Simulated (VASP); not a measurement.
# Mg5Te2 (P6/mmm) in VASP: further runs

The runs below take Mg5Te2 through single point, relaxation of cell and atoms, with PBE.

Everything below comes from runs of VASP 6.6.1. Logs are shortened: lines on timing, memory, paths and dates and some standing lists are left out, and cuts for length are marked.

## (1) The cell of the first run

The structure is hexagonal, space group P6/mmm (No. 191). Conventional cell: a = 6.027 Å, b = 6.027 Å, c = 5.907 Å, α = 90.00°, β = 90.00°, γ = 120.00°. Within 4.6 Å of Mg (site symmetry -6m2) lie 9 Mg at 3.43 to 3.48 Å and 9 Te at 3.48 to 4.56 Å. Mg (site symmetry mmm) has 8 Mg at 3.01 to 3.43 Å and 2 Te at 3.01 Å within 4.0 Å. Within 3.9 Å of Te (site symmetry 6/mmm) lie 2 Te at 2.95 Å and 6 Mg at 3.48 Å. Te (site symmetry 6/mmm) has 2 Te at 2.95 Å and 6 Mg at 3.01 Å within 3.9 Å.

The cell was generated, and may not be a known phase.

## (2) Single point, PBE

The input, INCAR:

```
SYSTEM = Mg5Te2
ALGO = Normal
EDIFF = 1E-6
ENCUT = 520
GGA = PE
ISIF = 2
ISMEAR = 0
LASPH = .TRUE.
LCHARG = .TRUE.
LELF = .TRUE.
LREAL = .FALSE.
LVHAR = .TRUE.
LWAVE = .FALSE.
NBANDS = 20
NELM = 100
PREC = Accurate
SIGMA = 0.1
```

The input, KPOINTS:

```
k-points
0
G
  6 6 6
  0 0 0
```

The input, POSCAR:

```
Mg5Te2
1.0
    6.0272115818      0.0000000000      0.0000000000
   -3.0136057909      5.2197183438      0.0000000000
    0.0000000000      0.0000000000      5.9071096667
Mg Te
5 2
Direct
    0.3333333333      0.6666666667      0.5000000000
    0.6666666667      0.3333333333      0.5000000000
    0.5000000000      0.0000000000      0.0000000000
    0.0000000000      0.5000000000      0.0000000000
    0.5000000000      0.5000000000      0.0000000000
    0.0000000000      0.0000000000      0.5000000000
    0.0000000000      0.0000000000      0.0000000000
```

Potentials or basis: VASP PAW PBE potentials, release 64 (Mg, Te).

Launch:

```
$ cat potpaw_PBE.64/Mg/POTCAR potpaw_PBE.64/Te/POTCAR > POTCAR
$ mpirun -np 1 vasp_std > vasp.out
```

OUTCAR:

```text
SYSTEM = Mg5Te2
   EDIFF = 1E-6
   ENCUT = 520
   GGA = PE
   ISIF = 2
   ISMEAR = 0
   LASPH = .TRUE.
   LREAL = .FALSE.
   NELM = 100
   PREC = Accurate

 ion  position               nearest neighbor table
   1  0.333  0.667  0.500-   3 3.43   3 3.43   4 3.43   4 3.43   5 3.43   5 3.43   2 3.48   6 3.48
                             2 3.48   6 3.48   6 3.48   2 3.48
   2  0.667  0.333  0.500-   3 3.43   3 3.43   4 3.43   4 3.43   5 3.43   5 3.43   1 3.48   1 3.48
                             6 3.48   6 3.48   6 3.48   1 3.48
   3  0.500  0.000  0.000-   4 3.01   5 3.01   5 3.01   4 3.01   7 3.01   7 3.01   2 3.43   2 3.43
                             1 3.43   1 3.43
   4  0.000  0.500  0.000-   3 3.01   7 3.01   7 3.01   3 3.01   5 3.01   5 3.01   2 3.43   2 3.43
                             1 3.43   1 3.43
   5  0.500  0.500  0.000-   3 3.01   7 3.01   3 3.01   7 3.01   4 3.01   4 3.01   2 3.43   2 3.43
                             1 3.43   1 3.43
   6  0.000  0.000  0.500-   7 2.95   7 2.95   1 3.48   2 3.48   1 3.48   2 3.48   2 3.48   1 3.48

   7  0.000  0.000  0.000-   6 2.95   6 2.95   4 3.01   5 3.01   4 3.01   5 3.01   3 3.01   3 3.01

  LATTYP: Found a hexagonal cell.
 ALAT       =     6.0272115818
 C/A-ratio  =     0.9800733866

  Lattice vectors:

 A1 = (   6.0272115818,   0.0000000000,   0.0000000000)
 A2 = (  -3.0136057909,   5.2197183438,   0.0000000000)
 A3 = (   0.0000000000,   0.0000000000,   5.9071096667)

Analysis of symmetry for initial positions (statically):
=====================================================================
 Subroutine PRICEL returns:
 Original cell was already a primitive cell.

 Routine SETGRP: Setting up the symmetry group for a
 hexagonal supercell.

 Subroutine GETGRP returns: Found 24 space group operations
 (whereof 24 operations were pure point group operations)
 out of a pool of 24 trial point group operations.

The static configuration has the point symmetry D_6h.

Analysis of symmetry for dynamics (positions and initial velocities):
=====================================================================
 Subroutine PRICEL returns:
 Original cell was already a primitive cell.

 Routine SETGRP: Setting up the symmetry group for a
 hexagonal supercell.

 Subroutine GETGRP returns: Found 24 space group operations
 (whereof 24 operations were pure point group operations)
 out of a pool of 24 trial point group operations.

The dynamic configuration has the point symmetry D_6h.

 Subroutine INISYM returns: Found 24 space group operations
 (whereof 24 operations are pure point group operations),
 and found     1 'primitive' translations

----------------------------------------------------------------------------------------

                                     Primitive cell

  volume of cell :     185.8397

  direct lattice vectors                    reciprocal lattice vectors
     6.027211582  0.000000000  0.000000000     0.165914202  0.095790609  0.000000000
    -3.013605791  5.219718344  0.000000000     0.000000000  0.191581218  0.000000000
     0.000000000  0.000000000  5.907109667     0.000000000  0.000000000  0.169287529

  length of vectors
     6.027211582  6.027211582  5.907109667     0.191581218  0.191581218  0.169287529

  position of ions in fractional coordinates (direct lattice)
     0.333333333  0.666666667  0.500000000
     0.666666667  0.333333333  0.500000000
     0.500000000  0.000000000  0.000000000
     0.000000000  0.500000000  0.000000000
     0.500000000  0.500000000  0.000000000
     0.000000000  0.000000000  0.500000000
     0.000000000  0.000000000  0.000000000

  ion indices of the primitive-cell ions
   primitive index   ion index
                 1           1
                 2           2
                 3           3
                 4           4
                 5           5
                 6           6
                 7           7

----------------------------------------------------------------------------------------

 KPOINTS: k-points

Automatic generation of k-mesh.
 Grid dimensions read from file:
 generate k-points for:    6    6    6

 Generating k-lattice:

  Cartesian coordinates                     Fractional coordinates (reciprocal lattice)
     0.027652367  0.015965102  0.000000000     0.166666667  0.000000000  0.000000000
     0.000000000  0.031930203  0.000000000     0.000000000  0.166666667  0.000000000
     0.000000000  0.000000000  0.028214588     0.000000000  0.000000000  0.166666667

  Length of vectors
     0.031930203  0.031930203  0.028214588

  Shift w.r.t. Gamma in fractional coordinates (k-lattice)
     0.000000000  0.000000000  0.000000000

 Subroutine IBZKPT returns following result:
 ===========================================

 Found     28 irreducible k-points:

 Following reciprocal coordinates:
            Coordinates               Weight
  0.000000  0.000000  0.000000      1.000000
  0.166667  0.000000  0.000000      6.000000
[... 72 lines left out ...]

  energy without entropy =      -14.01045167  energy(sigma->0) =      -14.01904991

 E-fermi :   4.0649     XC(G=0):  -8.6569

 val. band max:        4.0484609268   @ k =   0.3333   0.1667   0.3333
 cond. band min:       4.1148929255   @ k =   0.1667   0.1667   0.0000
 fundamental gap:      0.0664319988
 Fermi energy:         4.0649104091

 k-point     1 :       0.0000    0.0000    0.0000
  band No.  band energies     occupation
      1      -9.0394      2.00000
      2      -6.1072      2.00000
      3      -1.9185      2.00000
      4      -0.6961      2.00000
      5      -0.6140      2.00000
      6      -0.6140      2.00000
[... 12 lines left out ...]
     19       7.2960      0.00000
     20       7.2961      0.00000

 k-point     2 :       0.1667    0.0000    0.0000
  band No.  band energies     occupation
      1      -9.0230      2.00000
      2      -6.0944      2.00000
      3      -1.8934      2.00000
      4      -1.4821      2.00000
      5      -0.7026      2.00000
      6       0.2746      2.00000
[... 12 lines left out ...]
     19       7.8012      0.00000
     20       8.1605      0.00000

 k-point     3 :       0.3333    0.0000    0.0000
  band No.  band energies     occupation
      1      -8.9896      2.00000
      2      -6.0684      2.00000
      3      -2.0295      2.00000
      4      -1.8412      2.00000
      5      -0.8577      2.00000
      6       0.5498      2.00000
[... 12 lines left out ...]
     19       7.7897      0.00000
     20       8.2835      0.00000

 k-point     4 :       0.5000    0.0000    0.0000
  band No.  band energies     occupation
      1      -8.9726      2.00000
      2      -6.0552      2.00000
      3      -2.2224      2.00000
      4      -1.8141      2.00000
      5      -0.9268      2.00000
      6       0.4375      2.00000
[... 12 lines left out ...]
     19       8.3766      0.00000
     20       8.8510      0.00000

 k-point     5 :       0.1667    0.1667    0.0000
  band No.  band energies     occupation
      1      -8.9981      2.00000
      2      -6.0750      2.00000
      3      -1.8687      2.00000
      4      -1.8545      2.00000
      5      -0.9933      2.00000
      6       0.9664      2.00000
[... 12 lines left out ...]
     19       7.8099      0.00000
     20       7.9089      0.00000
[... 353 lines left out ...]
      6       0.2273      2.00000
[... 12 lines left out ...]
     19       8.9349      0.00000
     20       8.9374      0.00000

 k-point    22 :       0.0000    0.0000    0.5000
  band No.  band energies     occupation
      1      -8.3766      2.00000
      2      -7.6059      2.00000
      3      -0.1634      2.00000
      4      -0.1634      2.00000
      5       0.0470      2.00000
      6       0.7165      2.00000
[... 12 lines left out ...]
     19       9.6608      0.00000
     20       9.6608      0.00000

 k-point    23 :       0.1667    0.0000    0.5000
  band No.  band energies     occupation
      1      -8.3591      2.00000
      2      -7.5927      2.00000
      3      -0.8957      2.00000
      4      -0.2413      2.00000
      5       0.1412      2.00000
      6       0.9025      2.00000
[... 12 lines left out ...]
     19       8.7600      0.00000
     20       9.3058      0.00000

 k-point    24 :       0.3333    0.0000    0.5000
  band No.  band energies     occupation
      1      -8.3234      2.00000
      2      -7.5660      2.00000
      3      -1.4455      2.00000
      4      -0.3805      2.00000
      5      -0.3585      2.00000
      6       0.8855      2.00000
[... 12 lines left out ...]
     19       7.9959      0.00000
     20       8.3514      0.00000

 [... further k-points ...]

------------------------ aborting loop because EDIFF is reached ----------------------------------------

  FORCE on cell =-STRESS in cart. coord.  units (eV):
  Direction    XX          YY          ZZ          XY          YZ          ZX
  --------------------------------------------------------------------------------------
  -------------------------------------------------------------------------------------
  Total       -0.0879722     -0.0879722     -0.1171700      0.0000000      0.0000000      0.0000000
  in kB       -0.7584336     -0.7584336     -1.0101562      0.0000000      0.0000000      0.0000000
  external PRESSURE =      -0.8423411 kB  Pullay stress =       0.0000000 kB

 VOLUME and BASIS-vectors are now :
 -----------------------------------------------------------------------------
  energy-cutoff  :      520.00
  volume of cell :      185.84
      direct lattice vectors                 reciprocal lattice vectors
     6.027211582  0.000000000  0.000000000     0.165914202  0.095790609  0.000000000
    -3.013605791  5.219718344  0.000000000     0.000000000  0.191581218  0.000000000
     0.000000000  0.000000000  5.907109667     0.000000000  0.000000000  0.169287529

 POSITION                                       TOTAL-FORCE (eV/Angst)
 -----------------------------------------------------------------------------------
     -0.00000      3.47981      2.95355        -0.000000     -0.000000      0.000000
      3.01361      1.73991      2.95355        -0.000000      0.000000      0.000000
      3.01361      0.00000      0.00000         0.000000      0.000000      0.000000
     -1.50680      2.60986      0.00000         0.000000      0.000000      0.000000
      1.50680      2.60986      0.00000         0.000000      0.000000      0.000000
      0.00000      0.00000      2.95355         0.000000      0.000000      0.000000
      0.00000      0.00000      0.00000         0.000000      0.000000      0.000000
 -----------------------------------------------------------------------------------
    total drift:                                0.000000     -0.000000      0.000000

  FREE ENERGIE OF THE ION-ELECTRON SYSTEM (eV)
  ---------------------------------------------------
  free  energy   TOTEN  =       -14.0276481476 eV

  energy  without entropy=      -14.0104516686  energy(sigma->0) =      -14.01904991
```

It took 90 s on 1 thread of Intel Xeon Platinum 8488C (Sapphire Rapids), shared host; peak memory 0.37 GiB.

What came out:

```
Free energy            : -14.0276 eV
Pressure               : -0.1 GPa
Band gap on the k mesh : zero (bands 11 and 12 overlap by 1.35 eV)
```

Caveat: spin-orbit coupling is left out, which moves the levels of the heavy elements.

## (3) Relaxation of cell and atoms, PBE

This run uses another cell than the first one, of 26.62 Å³/atom.

The input, INCAR:

```
SYSTEM = Mg5Te2
ALGO = Fast
EDIFF = 1E-6
EDIFFG = -0.01
ENCUT = 600
GGA = PE
IBRION = 2
ISIF = 3
ISMEAR = 0
LASPH = .True.
LCHARG = .False.
LREAL = .False.
LWAVE = .False.
NELM = 60
NSW = 100
PREC = Accurate
SIGMA = 0.1
```

The input, KPOINTS:

```
k-points
0
Gamma
  6 6 6
  0 0 0
```

POSCAR, as its differences from that of step 2:

```diff
@@ -2,5 +2,5 @@
 1.0
-    6.0272115818      0.0000000000      0.0000000000
-   -3.0136057909      5.2197183438      0.0000000000
-    0.0000000000      0.0000000000      5.9071096667
+    6.0021466602      0.0000000000      0.0000000000
+   -3.0010733301      5.1980114850      0.0000000000
+    0.0000000000      0.0000000000      5.9730402033
 Mg Te
```

Potentials or basis: VASP PAW PBE potentials, release 64 (Mg, Te).

Launch:

```
$ cat potpaw_PBE.64/Mg/POTCAR potpaw_PBE.64/Te/POTCAR > POTCAR
$ mpirun -np 1 vasp_std > vasp.out
```

It took 1.9 min on 1 thread of Intel Xeon Platinum 8488C (Sapphire Rapids), shared host; peak memory 0.39 GiB.

It converged, with:

```yaml
Free_energy: -14.0279 eV
Relaxed_volume: 26.47 Å³/atom
Relaxed_cell: a = 6.021 Å, b = 6.021 Å, c = 5.904 Å, α = 90.00°, β = 90.00°, γ = 120.00°
Space_group_after_relaxing_to_0.1_Å: P6/mmm (No. 191)
Energy_gained_by_relaxing: 1.7 meV/atom
Ionic_steps: 2
Pressure_after_relaxing: 0.0 GPa
Band_gap_on_the_k_mesh: zero (bands 11 and 12 overlap by 1.35 eV)
```

Step by step:
```csv
step,energy change (eV),largest force (eV/Å),pressure (GPa),volume (Å³)
1,0.0000,0.0000,-0.23,186.35
2,-0.0120,0.0000,0.02,185.32
```

Final structure:
```xyz
7
Lattice="6.0206 0.0000 0.0000 -3.0103 5.2140 0.0000 0.0000 0.0000 5.9038" Properties=species:S:1:pos:R:3 pbc="T T T"
Mg    0.0000    3.4760    2.9519
Mg    3.0103    1.7380    2.9519
Mg    3.0103    0.0000    0.0000
Mg   -1.5051    2.6070    0.0000
Mg    1.5051    2.6070    0.0000
Te    0.0000    0.0000    2.9519
Te    0.0000    0.0000    0.0000
```

Levels at points of the mesh, in eV from the Fermi level:
```tsv
k point	band 7	band 8	band 9	band 10	band 11	band 12	band 13	band 14	band 15
(0.00, 0.00, 0.00)	-1.87	-1.87	-1.56	-1.00	-1.00	-0.50	-0.39	2.67	2.91
(0.50, 0.00, 0.00)	-2.94	-2.09	-1.06	-0.88	0.46	0.61	1.25	1.29	1.78
(0.00, 0.00, 0.50)	-2.92	-2.92	-1.97	-1.75	-1.10	-0.13	-0.13	0.20	0.20
(0.50, 0.00, 0.50)	-2.95	-2.18	-1.86	-1.66	-0.67	0.30	1.57	2.03	2.29
```

Caveat: spin-orbit coupling is left out, which moves the levels of the heavy elements.

## (4) Relaxation of cell and atoms, PBE

This run uses another cell than the first one, of 25.32 Å³/atom.

The input, INCAR:

```
SYSTEM = Mg5Te2
PREC = Accurate ; ENCUT = 600
EDIFF = 1E-7 ; ISMEAR = 0
SIGMA = 0.1 ; LREAL = .FALSE.
LASPH = .TRUE. ; NELM = 80
ALGO = Normal ; ISIF = 3
LWAVE = .FALSE. ; LCHARG = .FALSE.
GGA = PE ; IBRION = 2
NSW = 90 ; EDIFFG = -0.04
```

The input, KPOINTS:

```
regular mesh
0
G
  6 6 4
  0 0 0
```

The input, POSCAR:

```
Mg5Te2
1.0
    5.6614168800      0.0000000000      0.0000000000
   -2.8307084400      4.9029308400      0.0000000000
    0.0000000000      0.0000000000      6.3857193900
Mg Te
5 2
Direct
    0.3333333300      0.6666666700      0.5000000000
    0.6666666700      0.3333333300      0.5000000000
    0.5000000000      0.0000000000      0.0000000000
    0.0000000000      0.5000000000      0.0000000000
    0.5000000000      0.5000000000      0.0000000000
    0.0000000000      0.0000000000      0.5000000000
    0.0000000000      0.0000000000      0.0000000000
```

Launch:

```
$ cat potpaw_PBE.64/Mg/POTCAR potpaw_PBE.64/Te/POTCAR > POTCAR
$ mpirun -np 1 vasp_std > vasp.out
```

Wall time 6.3 min (1 thread of Intel Xeon Platinum 8488C (Sapphire Rapids), shared host); peak memory 0.41 GiB.

Results (log left out):

- Free energy: -14.1707 eV
- Relaxed volume: 26.62 Å³/atom
- Relaxed cell: a = 6.009 Å, b = 6.009 Å, c = 5.959 Å, α = 90.00°, β = 90.00°, γ = 120.00°
- Space group after relaxing (to 0.1 Å): P6/mmm (No. 191)
- Energy gained by relaxing: 107.7 meV/atom
- Ionic steps: 7
- Pressure after relaxing: 0.0 GPa
- Band gap on the k mesh: zero (bands 11 and 12 overlap by 1.23 eV)

Step by step:
| step | energy change (eV) | largest force (eV/Å) | pressure (GPa) | volume (Å³) |
| --- | --- | --- | --- | --- |
| 1 | 0.0000 | 0.0000 | 3.08 | 177.25 |
| 2 | -0.6837 | 0.0000 | -0.58 | 189.53 |
| 3 | -0.7197 | 0.0000 | -1.10 | 192.41 |
| 4 | -0.7210 | 0.0000 | -1.18 | 192.93 |
| 5 | -0.7511 | 0.0000 | -0.27 | 187.70 |
| 6 | -0.7511 | 0.0000 | -0.25 | 187.62 |
| 7 | -0.7536 | 0.0000 | -0.02 | 186.33 |

Final structure:
```xyz
7
Lattice="6.0089 0.0000 0.0000 -3.0045 5.2039 0.0000 0.0000 0.0000 5.9586" Properties=species:S:1:pos:R:3 pbc="T T T"
Mg    0.0000    3.4693    2.9793
Mg    3.0045    1.7346    2.9793
Mg    0.0000    5.2039    0.0000
Mg   -1.5022    2.6019    0.0000
Mg    1.5022    2.6019    0.0000
Te    0.0000    0.0000    2.9793
Te   -3.0045    5.2039    0.0000
```

Levels at points of the mesh, in eV from the Fermi level:
```csv
k point,band 8,band 9,band 10,band 11,band 12,band 13,band 14,band 15
"(0.00, 0.00, 0.00)",-1.86,-1.57,-0.99,-0.99,-0.50,-0.49,2.62,2.80
"(0.50, 0.00, 0.00)",-2.10,-0.99,-0.93,0.39,0.57,1.27,1.34,1.78
"(0.00, 0.00, 0.50)",-2.85,-1.91,-1.68,-1.12,-0.13,-0.13,0.19,0.19
"(0.50, 0.00, 0.50)",-2.19,-1.81,-1.58,-0.63,0.34,1.60,2.05,2.31
```

Caveat: spin-orbit coupling is left out, which moves the levels of the heavy elements.

## (5) Summary

```tsv
task	cell	k mesh	cutoff (eV)	gap on the mesh (eV)	pressure (GPa)	relaxed volume (Å³/atom)
single point	a = 6.027, b = 6.027, c = 5.907 Å, angles 90.0, 90.0, 120.0°, 7 atoms	6 × 6 × 6	520	none	-0.1	-
relaxation of cell and atoms	relaxed from a = 6.002, b = 6.002, c = 5.973 Å, angles 90.0, 90.0, 120.0°, 7 atoms	6 × 6 × 6	600	none	0.0	26.47
relaxation of cell and atoms	relaxed from a = 5.661, b = 5.661, c = 6.386 Å, angles 90.0, 90.0, 120.0°, 7 atoms	6 × 6 × 4	600	none	0.0	26.62
```

Alike in all rows: level PBE; potentials or basis VASP PAW PBE potentials, release 64 (Mg, Te); no spin polarisation; smearing gaussian 0.1 eV.

Caveats: spin-orbit coupling is left out, which moves the levels of the heavy elements.

Total energies depend on the potentials used, so only differences within one code and one set of settings carry meaning.

The gap in the log of VASP goes by the Fermi energy; the results here count the filled bands.